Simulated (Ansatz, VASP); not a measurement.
## CaOs2: VASP beside Ansatz

```
Ca Os
1.0
     2.76317    0.00000    0.00000
     0.00000    2.76317    0.00000
     0.00000    0.00000    7.19339
Ca Os
1 2
Direct
  0.00000 0.00000 0.00000
  0.50000 0.50000 0.33970
  0.50000 0.50000 0.66030
```

Change from the starting cell: species swapped into the Ga2Cu type (P4/mmm, No. 123).

Alike in both runs: functional PBE; k mesh 6 × 6 × 4; occupations gaussian, width 0.1 eV; no spin polarisation.

Ansatz relaxed the structure, and its values are those at the end. VASP's run is a single point on that final structure, the one shown.

|  | VASP | Ansatz |
| --- | --- | --- |
| version | VASP 6.6.1 | Ansatz 0.2.0 |
| potentials or method | VASP PAW PBE potentials, release 64 (Ca_sv, Os), cutoff 520 eV | scalar-relativistic, plane waves, PAW |
| valence electrons in the cell | 26 | 42 |

Ansatz gave:

```
gap on the k mesh at the Fermi level (eV) : none
pressure (GPa)                            : 0.3
rms of the force components (eV/Å)        : 0.004
```

Which values does VASP return?

gap on the k mesh at the Fermi level (eV): none; pressure (GPa): -0.1; rms of the force components (eV/Å): 0.066.

A gap of «none» marks a metal or a gap that the smearing closes. VASP's potentials hold 26 valence electrons a cell and Ansatz's 42, so a difference there can come from the potentials and not from the codes.

The k mesh is coarse, so the values compare programs but aren't converged. Spin-orbit coupling is off throughout.
